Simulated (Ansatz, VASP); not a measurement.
## Hg: VASP beside Ansatz

INCAR

```
  PREC = Accurate
  ENCUT = 520
  EDIFF = 1E-6
  ISMEAR = 1
  SIGMA = 0.6
  LREAL = F
  LASPH = T
  NELM = 100
  ALGO = Normal
  ISIF = 2
  LWAVE = F
  LCHARG = T
  GGA = PE
  LELF = T
  LVHAR = T
  NBANDS = 12
```

File KPOINTS:

```
regular mesh
0
Gamma
  10 10 10
```

Contents of POSCAR:

```
Hg
1.0
    2.0783995336      1.1999645302      1.9747385792
   -2.0783995336      1.1999645302      1.9747385792
    0.0000000000     -2.3999290604      1.9747385791
Hg
1
Direct
    0.0000000000      1.0000000000      0.0000000000
```

Input for Ansatz:

```yaml
crystal:
  lattice:
    - [2.0783995336, 1.1999645302, 1.9747385792]
    - [-2.0783995336, 1.1999645302, 1.9747385792]
    - [0.0, -2.3999290604, 1.9747385791]
  atoms:
    - { symbol: Hg, position: [0.0, 1.0, 0.0] }
hamiltonian:
  xc: pbe
  pseudopotentials:
    kind: paw
    azcp:
      Hg: "pseudopotentials/Hg.paw.azcp"
basis:
  ecutwfc: 420
  fft_grid_basis: typed
kpoints:
  mp_grid: { grid: [10, 10, 10], shift: [0, 0, 0] }
magnetization:
  spin_polarized: false
scf:
  occupations: { method: methfessel_paxton, width: 0.6 }
  lower_state_search: "off"
output:
  stress: true
```

Alike in both runs: task single point; functional PBE; k mesh 10 × 10 × 10; occupations methfessel-paxton of order 1, width 0.6 eV; no spin polarisation.

|  | VASP | Ansatz |
| --- | --- | --- |
| version | VASP 6.6.1 | Ansatz 0.2.0 |
| potentials or method | VASP PAW PBE potentials, release 64 (Hg), cutoff 520 eV | plane waves (420 eV) with PAW, scalar-relativistic |
| valence electrons in the cell | 12 | 20 |

|  | VASP | Ansatz | Ansatz less VASP |
| --- | --- | --- | --- |
| pressure (GPa) | 0.1 | 0.0 | -0.17 |
| traceless stress, the component that is largest in VASP (GPa) | -0.06 | -0.10 | -0.039 |

VASP's potentials hold 12 valence electrons a cell and Ansatz's 20, so a difference there can come from the potentials and not from the codes.

Neither program's run includes spin-orbit coupling.
